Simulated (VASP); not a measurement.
# Ir in VASP: notebook

The runs below take Ir through single point, with PBE.

All numbers are computed with VASP 6.6.1; they aren't measurements. Logs are shortened: lines on timing, memory, paths and dates and some standing lists are left out, and cuts for length are marked.

**1. The cell of the first run**

It takes space group I4/mmm (No. 139, tetragonal). Conventional cell: a = 2.757 Å, b = 2.757 Å, c = 3.724 Å, α = 90.00°, β = 90.00°, γ = 90.00°. Ir (site symmetry 4/mmm) has 12 Ir at 2.70 to 2.76 Å within 3.6 Å.

**2. Single point, PBE, collinear spin, ferromagnetic start**

File INCAR:

```
PREC = Accurate
ENCUT = 520
EDIFF = 1E-6
ISMEAR = -1
SIGMA = 0.05
LREAL = F
LASPH = T
NELM = 150
ALGO = Normal
ISIF = 2
LWAVE = F
LCHARG = F
ISPIN = 2
MAGMOM = 2
LORBIT = 11
LMAXMIX = 4
GGA = PE
NBANDS = 14
```

File KPOINTS:

```
regular mesh
0
Gamma
  15 15 15
```

File POSCAR:

```
Ir
1.0
    0.0000000000      1.9491600331      1.8621090000
    1.9491600331      0.0000000000      1.8621090000
    1.9491600331      1.9491600331      0.0000000000
Ir
1
Direct
    0.0000000000      0.0000000000      0.0000000000
```

Potentials or basis: VASP PAW PBE potentials, release 64 (Ir).

Run with:

```console
cat potpaw_PBE.64/Ir/POTCAR > POTCAR
mpirun -np 1 vasp_std > vasp.out
```

OUTCAR:

```text
PREC = Accurate
   ENCUT = 520
   EDIFF = 1E-6
   ISMEAR = -1
   LREAL = F
   LASPH = T
   NELM = 150
   ISIF = 2
   ISPIN = 2
   LORBIT = 11
   GGA = PE

 ion  position               nearest neighbor table
   1  0.000  0.000  0.000-

  LATTYP: Found a body centered tetragonal cell.
 ALAT       =     2.7565285540
 C/A-ratio  =     1.3510536630

  Lattice vectors:

 A1 = (   0.0000000000,  -1.9491600331,  -1.8621090000)
 A2 = (   0.0000000000,   1.9491600331,  -1.8621090000)
 A3 = (   1.9491600331,   0.0000000000,   1.8621090000)

Analysis of symmetry for initial positions (statically):
=====================================================================
 Subroutine PRICEL returns:
 Original cell was already a primitive cell.

 Routine SETGRP: Setting up the symmetry group for a
 body centered tetragonal supercell.

 Subroutine GETGRP returns: Found 16 space group operations
 (whereof 16 operations were pure point group operations)
 out of a pool of 16 trial point group operations.

The static configuration has the point symmetry D_4h.

Analysis of symmetry for dynamics (positions and initial velocities):
=====================================================================
 Subroutine PRICEL returns:
 Original cell was already a primitive cell.

 Routine SETGRP: Setting up the symmetry group for a
 body centered tetragonal supercell.

 Subroutine GETGRP returns: Found 16 space group operations
 (whereof 16 operations were pure point group operations)
 out of a pool of 16 trial point group operations.

The dynamic configuration has the point symmetry D_4h.

Analysis of structural, dynamic, and magnetic symmetry:
=====================================================================
 Subroutine PRICEL returns:
 Original cell was already a primitive cell.

 Routine SETGRP: Setting up the symmetry group for a
 body centered tetragonal supercell.

 Subroutine GETGRP returns: Found 16 space group operations
 (whereof 16 operations were pure point group operations)
 out of a pool of 16 trial point group operations.

The overall configuration has the point symmetry D_4h.

 Subroutine INISYM returns: Found 16 space group operations
 (whereof 16 operations are pure point group operations),
 and found     1 'primitive' translations

----------------------------------------------------------------------------------------

                                     Primitive cell

  volume of cell :      14.1491

  direct lattice vectors                    reciprocal lattice vectors
     0.000000000  1.949160033  1.862109000    -0.256520753  0.256520753  0.268512745
     1.949160033  0.000000000  1.862109000     0.256520753 -0.256520753  0.268512745
     1.949160033  1.949160033  0.000000000     0.256520753  0.256520753 -0.268512745

  length of vectors
     2.695677051  2.695677051  2.756528554     0.451336779  0.451336779  0.451336779

  position of ions in fractional coordinates (direct lattice)
     0.000000000  0.000000000  0.000000000

  ion indices of the primitive-cell ions
   primitive index   ion index
                 1           1

----------------------------------------------------------------------------------------

 KPOINTS: regular mesh

Automatic generation of k-mesh.
 Grid dimensions read from file:
 generate k-points for:   15   15   15

 Generating k-lattice:

  Cartesian coordinates                     Fractional coordinates (reciprocal lattice)
    -0.017101384  0.017101384  0.017900850     0.066666667  0.000000000  0.000000000
     0.017101384 -0.017101384  0.017900850     0.000000000  0.066666667  0.000000000
     0.017101384  0.017101384 -0.017900850     0.000000000  0.000000000  0.066666667

  Length of vectors
     0.030089119  0.030089119  0.030089119

  Shift w.r.t. Gamma in fractional coordinates (k-lattice)
     0.000000000  0.000000000  0.000000000

 Subroutine IBZKPT returns following result:
 ===========================================

 Found    288 irreducible k-points:

 Following reciprocal coordinates:
            Coordinates               Weight
  0.000000  0.000000  0.000000      1.000000
  0.066667 -0.000000  0.000000      8.000000
  0.133333  0.000000  0.000000      8.000000
  0.200000  0.000000  0.000000      8.000000
  0.266667  0.000000  0.000000      8.000000
  0.333333  0.000000  0.000000      8.000000
[... 16 lines left out ...]
  0.133333  0.133333  0.000000      2.000000
  0.200000  0.133333  0.000000      8.000000
 [... further k-points ...]
   k-points           NKPTS =    288   k-points in BZ     NKDIM =    288   number of bands    NBANDS=     14
   number of dos      NEDOS =    301   number of ions     NIONS =      1
   total plane-waves  NPLWV =   9600
   dimension x,y,z NGX =    20 NGY =   20 NGZ =   24
   dimension x,y,z NGXF=    40 NGYF=   40 NGZF=   48
   ions per type =               1
   NGX,Y,Z   is equivalent  to a cutoff of  12.33, 12.33, 14.47 a.u.
   NGXF,Y,Z  is equivalent  to a cutoff of  24.67, 24.67, 28.95 a.u.
 SYSTEM =  unknown system
   PREC   = accura    normal or accurate (medium, high low for compatibility)
   ISTART =      0    job   : 0-new  1-cont  2-samecut
   ICHARG =      2    charge: 1-file 2-atom 10-const
   ISPIN  =      2    spin polarized calculation?
   LNONCOLLINEAR =      F non collinear calculations
   LSORBIT =      F    spin-orbit coupling
   LASPH  =      T    aspherical Exc in radial PAW
   ENCUT  =  520.0 eV  38.22 Ry    6.18 a.u.   5.01  5.01  5.13*2*pi/ulx,y,z
   NELM   =    150;   NELMIN=  2; NELMDL= -5     # of ELM steps
   EDIFF  = 0.1E-05   stopping-criterion for ELM
   LREAL  =      F    real-space projection
   EDIFFG = 0.1E-04   stopping-criterion for IOM
   NSW    =      0    number of steps for IOM
   IBRION =     -1    ionic relax: 0-MD 1-quasi-New 2-CG
   NFREE  =      0    steps in history (QN), initial steepest desc. (CG)
   ISIF   =      2    stress and relaxation
   ISYM   =      2    0-nonsym 1-usesym 2-fastsym
   POTIM  = 0.5000    time-step for ionic-motion
   TEBEG  =    0.0;   TEEND  =   0.0 temperature during run
   PSTRESS=    0.0 pullay stress
   NELECT =       9.0000    total number of electrons
   NUPDOWN=      -1.0000    fix difference up-down
   EMIN   =  10.00;   EMAX   =-10.00  energy-range for DOS
   EFERMI =   0.00;   METHOD = LEGACY
   ISMEAR =    -1;   SIGMA  =   0.05  broadening in eV -4-tet -1-fermi 0-gaus
   EFERMI_NEDOS =   21; number of points for ismear=-14 and -15
   IALGO  =     38    algorithm
   IMIX   =      4    mixing-type and parameters
     AMIX     =   0.40;   BMIX     =  1.00
     AMIX_MAG =   1.60;   BMIX_MAG =  1.00
  volume/ion in A,a.u.               =      14.15        95.48
  Fermi-wavevector in a.u.,A,eV,Ry     =   1.407923  2.660589 26.970118  1.982248
  Thomas-Fermi vector in A             =   2.530133
   LORBIT       =     11    0 simple, 1 ext, 2 COOP (PROOUT), +10 PAW based schemes
   GGA     = PE    functional components
   LHFCALC =     F    Hartree Fock is set to
   AEXX    =    0.0000 exact exchange contribution
   IVDW    =     0    specifies the selected vdW correction
   LEPSILON=     F    determine dielectric tensor
   LRPA    =     F    only Hartree local field effects (RPA)
 spin polarized calculation
  energy-cutoff  :      520.00
  volume of cell :       14.15
 maximum number of plane-waves:       394
   NGX =  9   NGY =  9   NGZ = 11

 number of electron       9.0000000 magnetization       0.0021208

 number of electron       9.0000000 magnetization      -0.0000480

 Free energy of the ion-electron system (eV)
  ---------------------------------------------------
  ext. energy  EPLUGINS =         0.00000000
  ---------------------------------------------------
  free energy    TOTEN  =        -8.82548522 eV

  energy without entropy =       -8.81759358  energy(sigma->0) =       -8.82153940

 E-fermi :  10.4389     XC(G=0): -13.9871

 val. band max:       10.4363875920   @ k =  -0.4667   0.1333   0.2667
 cond. band min:      10.4480926837   @ k =  -0.3333  -0.0000   0.3333
 fundamental gap:      0.0117050917
 Fermi energy:        10.4388575526

 spin component 1

 k-point     1 :       0.0000    0.0000    0.0000
  band No.  band energies     occupation
      1      -0.7133      1.00000
      2       6.3428      1.00000
      3       6.3428      1.00000
      4       6.9155      1.00000
      5       8.8086      1.00000
      6       9.5709      1.00000
      7      24.7676      0.00000
      8      29.8312      0.00000
      9      29.8312      0.00000
     10      31.3429      0.00000
     11      35.2565      0.00000
     12      42.5626      0.00000
     13      42.5626      0.00000
     14      42.7954      0.00000
[... 375 lines left out ...]
 k-point    24 :       0.2000    0.1333    0.0000
  band No.  band energies     occupation
      1       1.0230      1.00000
      2       5.6761      1.00000
      3       7.2002      1.00000
      4       7.2485      1.00000
      5       8.4705      1.00000
      6       9.3813      1.00000
      7      27.3374      0.00000
      8      27.5688      0.00000
      9      30.4225      0.00000
     10      31.0780      0.00000
     11      37.2755      0.00000
     12      37.9514      0.00000
     13      40.4443      0.00000
     14      43.0746      0.00000

 [... further k-points ...]

 spin component 2

 k-point     1 :       0.0000    0.0000    0.0000
  band No.  band energies     occupation
      1      -0.7133      1.00000
      2       6.3428      1.00000
      3       6.3428      1.00000
      4       6.9154      1.00000
      5       8.8085      1.00000
      6       9.5709      1.00000
      7      24.7677      0.00000
      8      29.8312      0.00000
      9      29.8312      0.00000
     10      31.3429      0.00000
     11      35.2566      0.00000
     12      42.5625      0.00000
     13      42.5625      0.00000
     14      42.7953      0.00000
[... 375 lines left out ...]
 k-point    24 :       0.2000    0.1333    0.0000
  band No.  band energies     occupation
      1       1.0230      1.00000
      2       5.6761      1.00000
      3       7.2002      1.00000
      4       7.2485      1.00000
      5       8.4704      1.00000
      6       9.3813      1.00000
      7      27.3374      0.00000
      8      27.5688      0.00000
      9      30.4225      0.00000
     10      31.0780      0.00000
     11      37.2755      0.00000
     12      37.9514      0.00000
     13      40.4443      0.00000
     14      43.0767      0.00000

 [... further k-points ...]
[... 5 lines left out ...]
  --------------------------------------------------------------------------------------
  -------------------------------------------------------------------------------------
  Total        0.3874953      0.3874953      1.8706596      0.0000000      0.0000000     -0.0000000
  in kB       43.8780105     43.8780105    211.8240452      0.0000000      0.0000000     -0.0000000
  external PRESSURE =      99.8600221 kB  Pullay stress =       0.0000000 kB

 VOLUME and BASIS-vectors are now :
 -----------------------------------------------------------------------------
  energy-cutoff  :      520.00
  volume of cell :       14.15
      direct lattice vectors                 reciprocal lattice vectors
     0.000000000  1.949160033  1.862109000    -0.256520753  0.256520753  0.268512745
     1.949160033  0.000000000  1.862109000     0.256520753 -0.256520753  0.268512745
     1.949160033  1.949160033  0.000000000     0.256520753  0.256520753 -0.268512745

 POSITION                                       TOTAL-FORCE (eV/Angst)
 -----------------------------------------------------------------------------------
      0.00000      0.00000      0.00000         0.000000      0.000000      0.000000
 -----------------------------------------------------------------------------------
    total drift:                                0.000000     -0.000000     -0.000000

  FREE ENERGIE OF THE ION-ELECTRON SYSTEM (eV)
  ---------------------------------------------------
  free  energy   TOTEN  =        -8.8254852178 eV

  energy  without entropy=       -8.8175935813  energy(sigma->0) =       -8.82153940

 total charge

# of ion       s       p       d       tot
------------------------------------------
    1        0.675   0.741   6.984   8.400

 magnetization (x)

# of ion       s       p       d       tot
------------------------------------------
    1        0.000   0.000  -0.000  -0.000
```

It took 5.2 min on 1 thread of AMD EPYC 7R13, shared host; peak memory 0.18 GiB.

Results:

```
Free energy                                           : -8.8255 eV
Pressure                                              : 10.0 GPa
Net moment                                            : 0.00 μB per cell
Valence electrons inside the program's atomic spheres : Ir 8.40
```

Stress tensor (GPa, compression positive):
```
 4.39  0.00  0.00
 0.00  4.39  0.00
 0.00  0.00 21.18
```

Levels at points of the mesh, in eV from the Fermi level:
Spin up:
```tsv
k point	band 1	band 2	band 3	band 4	band 5	band 6	band 7	band 8
(0.00, 0.00, 0.00)	-11.15	-4.10	-4.10	-3.52	-1.63	-0.87	14.33	19.39
```
Spin down:
```csv
k point,band 2,band 3,band 4,band 5,band 6,band 7
"(0.00, 0.00, 0.00)",-4.10,-4.10,-3.52,-1.63,-0.87,14.33
```

Caveat: spin-orbit coupling is left out, which moves the levels of the heavy elements.

**3. Single point, PBE**

File INCAR:

```
SYSTEM = Ir
PREC = Accurate ; ENCUT = 520
EDIFF = 1E-7 ; ISMEAR = -1
SIGMA = 0.05 ; LREAL = .False.
LASPH = .True. ; NELM = 100
ALGO = Normal ; ISIF = 2
LWAVE = .False. ; LCHARG = .False.
GGA = PE ; NBANDS = 10
```

File KPOINTS:

```
Automatic mesh
0
Gamma
  15 15 15
  0 0 0
```

File POSCAR:

```
Ir
1.0
    0.0000000000      1.9197000000      1.9197000000
    1.9197000000      0.0000000000      1.9197000000
    1.9197000000      1.9197000000      0.0000000000
Ir
1
Direct
    0.0000000000      0.0000000000      0.0000000000
```

Potentials or basis: VASP PAW PBE potentials, release 64 (Ir).

Run with:

```console
cat potpaw_PBE.64/Ir/POTCAR > POTCAR
mpirun -np 1 vasp_std > vasp.out
```

Wall time 27 s (1 thread of Intel Xeon 8259CL, shared host); peak memory 0.11 GiB.

Results (log left out):

```
Free energy : -8.8486 eV
Pressure    : 9.5 GPa
```

Levels at points of the mesh, in eV from the Fermi level:
```csv
k point,band 1,band 2,band 3,band 4,band 5,band 6,band 7,band 8,band 9
"(0.00, 0.00, 0.00)",-11.17,-3.94,-3.94,-3.94,-1.25,-1.25,14.28,19.86,19.86
```

Caveat: spin-orbit coupling is left out, which moves the levels of the heavy elements.
